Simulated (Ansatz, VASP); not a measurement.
## RuS in VASP and in Ansatz

File INCAR:

```
SYSTEM = RuS
  ALGO = Normal
  EDIFF = 1E-6
  ENCUT = 520
  GGA = PE
  ISIF = 2
  ISMEAR = 0
  LASPH = .TRUE.
  LCHARG = .FALSE.
  LREAL = .FALSE.
  LWAVE = .FALSE.
  NBANDS = 17
  NELM = 100
  PREC = Accurate
  SIGMA = 0.05
```

The input KPOINTS:

```
k-points
0
G
  10 10 10
  0 0 0
```

The input POSCAR:

```
RuS
1.0
    0.0000000000      2.5830665575      2.5830665575
    2.5830665575      0.0000000000      2.5830665575
    2.5830665575      2.5830665575      0.0000000000
Ru S
1 1
Direct
    0.0000000000      0.0000000000      0.0000000000
    0.2500000000      0.2500000000      0.2500000000
```

Input for Ansatz:

```yaml
crystal:
  lattice:
    - [0.0, 2.5830665575, 2.5830665575]
    - [2.5830665575, 0.0, 2.5830665575]
    - [2.5830665575, 2.5830665575, 0.0]
  atoms:
    - { symbol: Ru, position: [0.0, 0.0, 0.0] }
    - { symbol: S, position: [0.25, 0.25, 0.25] }
basis:
  ecutwfc: 420
  ecutrho_ratio: 4
kpoints:
  mp_grid: { grid: [10, 10, 10] }
hamiltonian:
  xc: pbe
scf:
  occupations: { method: gaussian, width: 0.05 }
output:
  forces: true
  stress: true
  eigenvalues: true
```

Alike in both runs: task single point; functional PBE; k mesh 10 × 10 × 10; occupations gaussian, width 0.05 eV; no spin polarisation.

```csv
,VASP,Ansatz
version,VASP 6.6.1,Ansatz 0.2.0
potentials or method,"VASP PAW PBE potentials, release 64 (Ru_pv, S), cutoff 520 eV","scalar-relativistic, plane waves, PAW"
valence electrons in the cell,20,22
```

Ansatz gave:

- gap on the k mesh at the Fermi level (eV): none
- pressure (GPa): 3.1

Task: Which values does VASP return?

Result: gap on the k mesh at the Fermi level (eV): none; pressure (GPa): 2.9.

A gap of «none» marks a metal or a gap that the smearing closes. The functional is the same, so the differences come from potentials, cutoffs and numerics. VASP's potentials hold 20 valence electrons a cell and Ansatz's 22, so a difference there can come from the potentials and not from the codes.
